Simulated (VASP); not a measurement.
Wanted: the native input for a VASP 6.6.1 run.

| Property | Result |
| --- | --- |
| Task | single point |
| Functional | r2SCAN |
| Potentials or basis | VASP PAW PBE potentials, release 64 (Zn, S) |
| Cutoff | 520 eV |
| k mesh | 4 × 4 × 4 |
| Occupations | gaussian, width 0.05 eV |
| Spin | no spin polarisation |
| Dipole correction | no |
| Further INCAR settings | ALGO = Normal; EDIFF = 1e-06; NBANDS = 46 |

The system is ZnS.

```xyz
8
Lattice="5.3890 0.0000 0.0000 0.0000 -5.3890 0.0000 0.0000 0.0000 -5.3890" Properties=species:S:1:pos:R:3 pbc="T T T"
Zn    0.1326   -0.1326    0.0000
Zn    2.6945   -2.6945    0.0000
Zn    2.6945    0.0000   -2.6945
Zn    0.0000   -2.6945   -2.6945
S     4.0418   -4.0418   -4.0418
S     1.3473   -1.3473   -4.0418
S     1.3473   -4.0418   -1.3473
S     4.0418   -1.3473   -1.3473
```

This cell differs from its parent crystal: atom 1 (Zn) moved +0.188 Å along Cartesian [1 -1 0].

One way to write it, as run:

POSCAR

```
ZnS
1.0
    5.3890263884      0.0000000000      0.0000000000
    0.0000000000     -5.3890263884      0.0000000000
    0.0000000000      0.0000000000     -5.3890263884
Zn S
4 4
Direct
    0.0246023144      0.0246023144      0.0000000000
    0.5000000000      0.5000000000      0.0000000000
    0.5000000000      0.0000000000      0.5000000000
    0.0000000000      0.5000000000      0.5000000000
    0.7500000000      0.7500000000      0.7500000000
    0.2500000000      0.2500000000      0.7500000000
    0.2500000000      0.7500000000      0.2500000000
    0.7500000000      0.2500000000      0.2500000000
```

INCAR.step1

```
SYSTEM = ZnS
  PREC = Accurate
  ENCUT = 520
  ISMEAR = 0
  SIGMA = 0.05
  LREAL = .FALSE.
  LASPH = .TRUE.
  NELM = 100
  NBANDS = 46
  GGA = PE
  ALGO = Normal
  EDIFF = 1E-4
  LWAVE = .TRUE.
  LCHARG = .FALSE.
```

INCAR.step2

```
SYSTEM = ZnS
  PREC = Accurate
  ENCUT = 520
  EDIFF = 1E-6
  ISMEAR = 0
  SIGMA = 0.05
  LREAL = .FALSE.
  LASPH = .TRUE.
  NELM = 100
  ALGO = Normal
  ISIF = 2
  LWAVE = .FALSE.
  LCHARG = .TRUE.
  METAGGA = R2SCAN
  LMIXTAU = .TRUE.
  LELF = .TRUE.
  LVHAR = .TRUE.
  NBANDS = 46
  ISTART = 1
```

KPOINTS

```
Automatic mesh
0
G
  4 4 4
  0 0 0
```

Potentials or basis: VASP PAW PBE potentials, release 64 (Zn, S).

Launch:

```sh
$ cat potpaw_PBE.64/Zn/POTCAR potpaw_PBE.64/S/POTCAR > POTCAR
$ cp INCAR.step1 INCAR
$ mpirun -np 1 vasp_std > vasp.out
$ cp INCAR.step2 INCAR
$ mpirun -np 1 vasp_std > vasp.out
```

Results of the run:

- Pressure: 0.4 GPa
- Largest force: 1.452 eV/Å
- Band gap on the k mesh: 2.65 eV

Caveat: the cell differs from its parent crystal (atom 1 (Zn) moved +0.188 Å along Cartesian [1 -1 0]); the PAW data sets were made with another functional, which shifts forces and pressure a little.

It took 9.4 min on 1 thread of Intel(R) Xeon(R) Platinum 8488C (Sapphire Rapids), with other jobs on the host, peak memory 0.33 GiB.
